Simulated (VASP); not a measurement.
A run of VASP 6.6.1 is set up as follows.

The input INCAR:

```
ALGO     = Normal         # electronic algorithm
EDIFF    = 1E-6           # SCF threshold, eV
ENCUT    = 520            # plane-wave cutoff, eV
GGA      = CA             # functional
ISIF     = 2              # what is computed and relaxed
ISMEAR   = -1             # smearing method
LASPH    = T              # aspherical terms in the spheres
LCHARG   = F              # write CHGCAR
LREAL    = F              # projectors in reciprocal space
LWAVE    = F              # write WAVECAR
NBANDS   = 36             # bands
NELM     = 60             # most SCF steps
PREC     = Accurate       # precision mode
SIGMA    = 0.15           # smearing width, eV
```

File KPOINTS:

```
k-points
0
Gamma
  5 5 5
```

Contents of POSCAR:

```
CaBi3
1.0
    4.9720590000      0.0000000000      0.0000000000
    0.0000000000      4.9720590000      0.0000000000
    0.0000000000      0.0000000000      4.9720590000
Ca Bi
1 3
Direct
    0.5000000000      0.5000000000      0.5000000000
    0.5000000000      0.0000000000      0.0000000000
    0.0000000000      0.5000000000      0.0000000000
    0.0000000000      0.0000000000      0.5000000000
```

Potentials or basis: VASP PAW LDA potentials, release 64 (Ca_sv, Bi_d).

Run with:

```bash
$ cat potpaw_LDA.64/Ca_sv/POTCAR potpaw_LDA.64/Bi_d/POTCAR > POTCAR
$ mpirun -np 1 vasp_std > vasp.out
```

Q: Predict the pressure.

A: -3.1 GPa.

Q: Estimate the band gap on the k mesh.

A: Zero (an odd number of electrons rules out a gap without spin polarisation).

Caveat: the cell stands under tension; spin-orbit coupling is left out, which moves the levels of the heavy elements.
